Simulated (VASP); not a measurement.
# FeP2 (Pnnm) in VASP: single point with LDA

Aim: the single point of FeP2 with LDA.

All numbers are computed with VASP 6.6.1; they aren't measurements. Logs are shortened: lines on timing, memory, paths and dates and some standing lists are left out, and cuts for length are marked.

### 1 The cell of the first run

It takes space group Pnnm (No. 58, orthorhombic). The conventional cell has a = 4.888 Å, b = 5.543 Å, c = 2.670 Å, α = 90.00°, β = 90.00°, γ = 90.00°. Fe (site symmetry 2/m) has 6 P at 2.20 to 2.21 Å and 2 Fe at 2.67 Å within 2.9 Å. Within 2.9 Å of P (site symmetry m) lie 3 Fe at 2.20 to 2.21 Å and 3 P at 2.24 to 2.67 Å.

### 2 Single point, LDA

INCAR reads:

```
SYSTEM = FeP2
PREC = Accurate
ENCUT = 520
EDIFF = 1E-7
ISMEAR = 0
SIGMA = 0.02
LREAL = .FALSE.
LASPH = .TRUE.
NELM = 100
ALGO = Fast
ISIF = 2
LWAVE = .FALSE.
LCHARG = .TRUE.
GGA = CA
LELF = .TRUE.
LVHAR = .TRUE.
NBANDS = 27
```

KPOINTS reads:

```
Automatic mesh
0
G
  8 6 14
  0 0 0
```

POSCAR reads:

```
FeP2
1.0
    4.8878217972      0.0000000000      0.0000000000
    0.0000000000      5.5431947118      0.0000000000
    0.0000000000      0.0000000000      2.6703788281
Fe P
2 4
Direct
    0.5000000000      0.5000000000      0.5000000000
    0.0000000000      0.0000000000      0.0000000000
    0.3279022661      0.8667049158      0.5000000000
    0.6720977339      0.1332950842      0.5000000000
    0.1720977339      0.3667049158      0.0000000000
    0.8279022661      0.6332950842      0.0000000000
```

Potentials or basis: VASP PAW LDA potentials, release 64 (Fe, P).

Run with:

```console
> cat potpaw_LDA.64/Fe/POTCAR potpaw_LDA.64/P/POTCAR > POTCAR
> mpirun -np 1 vasp_std > vasp.out
```

OUTCAR:

```text
SYSTEM = FeP2
   PREC = Accurate
   ENCUT = 520
   EDIFF = 1E-7
   ISMEAR = 0
   LREAL = .FALSE.
   LASPH = .TRUE.
   NELM = 100
   ISIF = 2
   GGA = CA

 ion  position               nearest neighbor table
   1  0.500  0.500  0.500-   3 2.20   4 2.20   5 2.21   6 2.21   5 2.21   6 2.21
   2  0.000  0.000  0.000-   5 2.20   6 2.20   3 2.21   4 2.21   3 2.21   4 2.21
   3  0.328  0.867  0.500-   1 2.20   2 2.21   2 2.21   4 2.24
   4  0.672  0.133  0.500-   1 2.20   2 2.21   2 2.21   3 2.24
   5  0.172  0.367  0.000-   2 2.20   1 2.21   1 2.21   6 2.24
   6  0.828  0.633  0.000-   2 2.20   1 2.21   1 2.21   5 2.24

  LATTYP: Found a simple orthorhombic cell.
 ALAT       =     2.6703788281
 B/A-ratio  =     1.8303851670
 C/A-ratio  =     2.0758083660

  Lattice vectors:

 A1 = (   0.0000000000,   0.0000000000,   2.6703788281)
 A2 = (   4.8878217972,   0.0000000000,   0.0000000000)
 A3 = (   0.0000000000,   5.5431947118,   0.0000000000)

Analysis of symmetry for initial positions (statically):
=====================================================================
 Subroutine PRICEL returns:
 Original cell was already a primitive cell.

 Routine SETGRP: Setting up the symmetry group for a
 simple orthorhombic supercell.

 Subroutine GETGRP returns: Found  8 space group operations
 (whereof  4 operations were pure point group operations)
 out of a pool of  8 trial point group operations.

The static configuration has the point symmetry C_2h.
 The point group associated with its full space group is D_2h.

Analysis of symmetry for dynamics (positions and initial velocities):
=====================================================================
 Subroutine PRICEL returns:
 Original cell was already a primitive cell.

 Routine SETGRP: Setting up the symmetry group for a
 simple orthorhombic supercell.

 Subroutine GETGRP returns: Found  8 space group operations
 (whereof  4 operations were pure point group operations)
 out of a pool of  8 trial point group operations.

The dynamic configuration has the point symmetry C_2h.
 The point group associated with its full space group is D_2h.

 Subroutine INISYM returns: Found  8 space group operations
 (whereof  4 operations are pure point group operations),
 and found     1 'primitive' translations

----------------------------------------------------------------------------------------

                                     Primitive cell

  volume of cell :      72.3516

  direct lattice vectors                    reciprocal lattice vectors
     4.887821797  0.000000000  0.000000000     0.204590110  0.000000000  0.000000000
     0.000000000  5.543194712  0.000000000     0.000000000  0.180401384  0.000000000
     0.000000000  0.000000000  2.670378828     0.000000000  0.000000000  0.374478703

  length of vectors
     4.887821797  5.543194712  2.670378828     0.204590110  0.180401384  0.374478703

  position of ions in fractional coordinates (direct lattice)
     0.500000000  0.500000000  0.500000000
     0.000000000  0.000000000  0.000000000
     0.327902266  0.866704916  0.500000000
     0.672097734  0.133295084  0.500000000
     0.172097734  0.366704916  0.000000000
     0.827902266  0.633295084  0.000000000

  ion indices of the primitive-cell ions
   primitive index   ion index
                 1           1
                 2           2
                 3           3
                 4           4
                 5           5
                 6           6

----------------------------------------------------------------------------------------

 KPOINTS: Automatic mesh

Automatic generation of k-mesh.
 Grid dimensions read from file:
 generate k-points for:    8    6   14

 Generating k-lattice:

  Cartesian coordinates                     Fractional coordinates (reciprocal lattice)
     0.025573764  0.000000000  0.000000000     0.125000000  0.000000000  0.000000000
     0.000000000  0.030066897  0.000000000     0.000000000  0.166666667  0.000000000
     0.000000000  0.000000000  0.026748479     0.000000000  0.000000000  0.071428571

  Length of vectors
     0.025573764  0.030066897  0.026748479

  Shift w.r.t. Gamma in fractional coordinates (k-lattice)
     0.000000000  0.000000000  0.000000000

 Subroutine IBZKPT returns following result:
 ===========================================

 Found    160 irreducible k-points:

 Following reciprocal coordinates:
            Coordinates               Weight
  0.000000  0.000000  0.000000      1.000000
  0.125000  0.000000  0.000000      2.000000
  0.250000  0.000000  0.000000      2.000000
  0.375000  0.000000  0.000000      2.000000
  0.500000  0.000000  0.000000      1.000000
  0.000000  0.166667  0.000000      2.000000
[... 16 lines left out ...]
  0.250000  0.000000  0.071429      4.000000
  0.375000  0.000000  0.071429      4.000000
 [... further k-points ...]
   k-points           NKPTS =    160   k-points in BZ     NKDIM =    160   number of bands    NBANDS=     27
   number of dos      NEDOS =    301   number of ions     NIONS =      6
   total plane-waves  NPLWV =  30240
   dimension x,y,z NGX =    36 NGY =   42 NGZ =   20
   dimension x,y,z NGXF=    72 NGYF=   84 NGZF=   40
   ions per type =               2   4
   NGX,Y,Z   is equivalent  to a cutoff of  12.24, 12.60, 12.45 a.u.
   NGXF,Y,Z  is equivalent  to a cutoff of  24.49, 25.19, 24.90 a.u.
 SYSTEM =  FeP2
   PREC   = accura    normal or accurate (medium, high low for compatibility)
   ISTART =      0    job   : 0-new  1-cont  2-samecut
   ICHARG =      2    charge: 1-file 2-atom 10-const
   ISPIN  =      1    spin polarized calculation?
   LNONCOLLINEAR =      F non collinear calculations
   LSORBIT =      F    spin-orbit coupling
   LASPH  =      T    aspherical Exc in radial PAW
   ENCUT  =  520.0 eV  38.22 Ry    6.18 a.u.   9.09 10.31  4.97*2*pi/ulx,y,z
   NELM   =    100;   NELMIN=  2; NELMDL= -5     # of ELM steps
   EDIFF  = 0.1E-06   stopping-criterion for ELM
   LREAL  =      F    real-space projection
   EDIFFG = 0.1E-05   stopping-criterion for IOM
   NSW    =      0    number of steps for IOM
   IBRION =     -1    ionic relax: 0-MD 1-quasi-New 2-CG
   NFREE  =      0    steps in history (QN), initial steepest desc. (CG)
   ISIF   =      2    stress and relaxation
   ISYM   =      2    0-nonsym 1-usesym 2-fastsym
   POTIM  = 0.5000    time-step for ionic-motion
   TEBEG  =    0.0;   TEEND  =   0.0 temperature during run
   PSTRESS=    0.0 pullay stress
   NELECT =      36.0000    total number of electrons
   NUPDOWN=      -1.0000    fix difference up-down
   EMIN   =  10.00;   EMAX   =-10.00  energy-range for DOS
   EFERMI =   0.00;   METHOD = LEGACY
   ISMEAR =     0;   SIGMA  =   0.02  broadening in eV -4-tet -1-fermi 0-gaus
   EFERMI_NEDOS =   21; number of points for ismear=-14 and -15
   IALGO  =     68    algorithm
   IMIX   =      4    mixing-type and parameters
     AMIX     =   0.40;   BMIX     =  1.00
     AMIX_MAG =   1.60;   BMIX_MAG =  1.00
  volume/ion in A,a.u.               =      12.06        81.38
  Fermi-wavevector in a.u.,A,eV,Ry     =   1.297258  2.451461 22.896934  1.682877
  Thomas-Fermi vector in A             =   2.428662
   LORBIT       =      0    0 simple, 1 ext, 2 COOP (PROOUT), +10 PAW based schemes
   GGA     = CA    functional components
   LHFCALC =     F    Hartree Fock is set to
   AEXX    =    0.0000 exact exchange contribution
   IVDW    =     0    specifies the selected vdW correction
   LEPSILON=     F    determine dielectric tensor
   LRPA    =     F    only Hartree local field effects (RPA)
 non-spin polarized calculation
 RMM-DIIS sequential band-by-band and
 Gauss-broadening in eV      SIGMA  =   0.02
  energy-cutoff  :      520.00
  volume of cell :       72.35
 maximum number of plane-waves:      1978
   NGX = 19   NGY = 21   NGZ =  9

 number of electron      36.0000013 magnetization

 Free energy of the ion-electron system (eV)
  ---------------------------------------------------
  ext. energy  EPLUGINS =         0.00000000
  ---------------------------------------------------
  free energy    TOTEN  =       -47.16126484 eV

  energy without entropy =      -47.16126484  energy(sigma->0) =      -47.16126484

 E-fermi :   9.1977     XC(G=0): -12.4621

 val. band max:        9.0430222586   @ k =   0.0000   0.5000   0.2143
 cond. band min:       9.4194770848   @ k =   0.0000   0.0000   0.2857
 fundamental gap:      0.3764548262
 Fermi energy:         9.1977433195

 k-point     1 :       0.0000    0.0000    0.0000
  band No.  band energies     occupation
      1      -5.9695      2.00000
      2      -3.0118      2.00000
      3      -1.4985      2.00000
      4      -0.8375      2.00000
      5       2.1792      2.00000
      6       3.2193      2.00000
[... 19 lines left out ...]
     26      16.4654      0.00000
     27      16.8396      0.00000

 k-point     2 :       0.1250    0.0000    0.0000
  band No.  band energies     occupation
      1      -5.8816      2.00000
      2      -3.0958      2.00000
      3      -1.4695      2.00000
      4      -1.0862      2.00000
      5       2.5739      2.00000
      6       3.0624      2.00000
[... 19 lines left out ...]
     26      16.4028      0.00000
     27      16.5660      0.00000

 k-point     3 :       0.2500    0.0000    0.0000
  band No.  band energies     occupation
      1      -5.6212      2.00000
      2      -3.4280      2.00000
      3      -1.3992      2.00000
      4      -1.3883      2.00000
      5       2.3738      2.00000
      6       2.7915      2.00000
[... 19 lines left out ...]
     26      15.8945      0.00000
     27      16.2219      0.00000

 k-point     4 :       0.3750    0.0000    0.0000
  band No.  band energies     occupation
      1      -5.1996      2.00000
      2      -4.0070      2.00000
      3      -1.4267      2.00000
      4      -1.3396      2.00000
      5       1.9913      2.00000
      6       2.1515      2.00000
[... 19 lines left out ...]
     26      15.9399      0.00000
     27      16.6271      0.00000
[... 516 lines left out ...]
      4      -1.0033      2.00000
      5       2.6548      2.00000
      6       3.1604      2.00000
[... 19 lines left out ...]
     26      15.7062      0.00000
     27      15.7093      0.00000

 k-point    23 :       0.2500    0.0000    0.0714
  band No.  band energies     occupation
      1      -5.5240      2.00000
      2      -3.3448      2.00000
      3      -1.3166      2.00000
      4      -1.2931      2.00000
      5       2.4536      2.00000
      6       2.8707      2.00000
[... 19 lines left out ...]
     26      15.4239      0.00000
     27      16.0383      0.00000

 k-point    24 :       0.3750    0.0000    0.0714
  band No.  band energies     occupation
      1      -5.1050      2.00000
      2      -3.9209      2.00000
      3      -1.3310      2.00000
      4      -1.2543      2.00000
      5       2.0768      2.00000
      6       2.2388      2.00000
[... 19 lines left out ...]
     26      15.1698      0.00000
     27      16.7156      0.00000

 [... further k-points ...]
[... 5 lines left out ...]
  --------------------------------------------------------------------------------------
  -------------------------------------------------------------------------------------
  Total        0.1605956      0.1215573      0.0548852      0.0000000      0.0000000      0.0000000
  in kB        3.5562789      2.6918018      1.2153948      0.0000000      0.0000000      0.0000000
  external PRESSURE =       2.4878252 kB  Pullay stress =       0.0000000 kB

 VOLUME and BASIS-vectors are now :
 -----------------------------------------------------------------------------
  energy-cutoff  :      520.00
  volume of cell :       72.35
      direct lattice vectors                 reciprocal lattice vectors
     4.887821797  0.000000000  0.000000000     0.204590110  0.000000000  0.000000000
     0.000000000  5.543194712  0.000000000     0.000000000  0.180401384  0.000000000
     0.000000000  0.000000000  2.670378828     0.000000000  0.000000000  0.374478703

 POSITION                                       TOTAL-FORCE (eV/Angst)
 -----------------------------------------------------------------------------------
      2.44391      2.77160      1.33519         0.000000      0.000000      0.000000
      0.00000      0.00000      0.00000         0.000000      0.000000      0.000000
      1.60273      4.80431      1.33519         0.038071      0.014518      0.000000
      3.28509      0.73888      1.33519        -0.038071     -0.014518     -0.000000
      0.84118      2.03272      0.00000        -0.038071      0.014518     -0.000000
      4.04664      3.51048      0.00000         0.038071     -0.014518      0.000000
 -----------------------------------------------------------------------------------
    total drift:                                0.000000      0.000000      0.000000

  FREE ENERGIE OF THE ION-ELECTRON SYSTEM (eV)
  ---------------------------------------------------
  free  energy   TOTEN  =       -47.1612648397 eV

  energy  without entropy=      -47.1612648397  energy(sigma->0) =      -47.16126484
```

Run time: 4.1 min. Hardware: 1 thread of Intel Xeon Platinum 8488C (Sapphire Rapids), shared host; peak memory 0.34 GiB.

What came out:

| Item | Value |
| --- | --- |
| Free energy | -47.1613 eV |
| Pressure | 0.2 GPa |
| Largest force | 0.041 eV/Å |
| Band gap on the k mesh | 0.38 eV (least direct gap 0.70 eV) |

Forces in eV/Å, atoms in the order of the input:
```
Fe   0.000  0.000  0.000
Fe   0.000  0.000  0.000
P    0.038  0.015  0.000
P   -0.038 -0.015  0.000
P   -0.038  0.015  0.000
P    0.038 -0.015  0.000
```

Stress tensor (GPa, compression positive):
```
0.36 0.00 0.00
0.00 0.27 0.00
0.00 0.00 0.12
```

Levels at points of the mesh, in eV from the valence-band top:
| k point | band 14 | band 15 | band 16 | band 17 | band 18 | band 19 | band 20 | band 21 | band 22 | band 23 |
| --- | --- | --- | --- | --- | --- | --- | --- | --- | --- | --- |
| (0.00, 0.00, 0.00) | -1.32 | -0.76 | -0.40 | -0.18 | -0.01 | 2.39 | 2.81 | 4.82 | 5.06 | 5.56 |
| (0.50, 0.00, 0.00) | -1.29 | -0.83 | -0.83 | -0.14 | -0.14 | 3.83 | 3.83 | 4.43 | 4.43 | 4.70 |
| (0.00, 0.50, 0.00) | -1.35 | -0.44 | -0.44 | -0.19 | -0.19 | 2.96 | 2.96 | 3.63 | 3.63 | 3.98 |
| (0.50, 0.50, 0.00) | -1.48 | -0.94 | -0.94 | -0.10 | -0.10 | 2.12 | 2.12 | 5.20 | 5.20 | 5.43 |
| (0.00, 0.00, 0.50) | -2.35 | -1.14 | -1.14 | -0.58 | -0.58 | 0.74 | 0.74 | 2.49 | 2.49 | 3.10 |
| (0.50, 0.00, 0.50) | -2.45 | -1.32 | -1.32 | -0.67 | -0.67 | 1.25 | 1.25 | 2.41 | 2.41 | 4.95 |
| (0.00, 0.50, 0.50) | -1.85 | -1.38 | -1.38 | -0.14 | -0.14 | 0.77 | 0.77 | 1.65 | 1.65 | 3.05 |
| (0.50, 0.50, 0.50) | -1.47 | -1.01 | -1.01 | -0.03 | -0.03 | 0.97 | 0.97 | 2.62 | 2.62 | 4.77 |

A k mesh can miss the band edges. Spin polarisation is off, so any magnetic state and its effect on volume and gap are missing.
